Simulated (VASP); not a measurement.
## P: single point with PBE

Crystal: P.

```xyz
2
Lattice="0.0000 2.1780 2.1780 2.1780 0.0000 2.1780 2.1780 2.1780 0.0000" Properties=species:S:1:pos:R:3 pbc="T T T"
P    -0.5445   -0.5445   -0.5445
P     0.5445    0.5445    0.5445
```

This cell differs from its parent crystal: volume scaled by 0.5.

```
Program                : VASP 6.6.1
Task                   : single point
Functional             : PBE
Potentials or basis    : VASP PAW PBE potentials, release 64 (P)
Cutoff                 : 520 eV
k mesh                 : 12 × 12 × 12
Occupations            : fermi-dirac, width 0.1 eV
Spin                   : no spin polarisation
Dipole correction      : no
Further INCAR settings : ALGO = Normal; EDIFF = 1e-06; NBANDS = 12
```

The pressure is 151.8 GPa and the band gap on the k mesh is zero (band 5 reaches 16.89 eV, above the bottom of band 6 at 11.91 eV).

Levels at points of the mesh, in eV from the Fermi level:
```csv
k point,band 2,band 3,band 4,band 5,band 6,band 7,band 8,band 9
"(0.00, 0.00, 0.00)",-4.35,-4.35,-4.35,-0.52,-0.52,-0.52,5.50,6.05
"(0.50, 0.00, 0.00)",-14.62,-6.06,-6.06,-0.39,0.17,0.17,7.07,10.36
"(0.50, 0.50, 0.00)",-15.11,-8.69,-8.69,-3.50,-3.50,10.96,10.96,12.08
```

It took 23 s on 1 thread of AMD EPYC 7R43 64-Core Processor (Zen 3) (shared host), peak memory 0.11 GiB.
